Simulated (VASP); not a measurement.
Zr:

```
Zr
1.0
    -1.79085    1.79085    1.79085
     1.79085   -1.79085    1.79085
     1.79085    1.79085   -1.79085
Zr
1
Direct
  0.00000 0.00000 0.00000
```

Base run:

```yaml
Program: VASP 6.6.1
Functional: PBE
Potentials_or_basis: VASP PAW PBE potentials, release 64 (Zr_sv)
Cutoff: 520 eV
k_mesh: 13 × 13 × 13
Occupations: fermi-dirac, width 0.05 eV
Spin: no spin polarisation
```

Its results: band gap on the k mesh zero (band 6 reaches 9.99 eV, above the bottom of band 7 at 8.27 eV); pressure -0.6 GPa.

Question: The run is repeated on the same cell with these changes: functional from PBE to PBEsol. What comes out?

Answer: Band gap on the k mesh zero (band 6 reaches 9.85 eV, above the bottom of band 7 at 8.13 eV); pressure -4.4 GPa.

PBEsol binds more tightly than PBE, so the same cell stands under less pressure.

Caveats: the PAW data sets were made with another functional, which shifts forces and pressure a little (some runs).
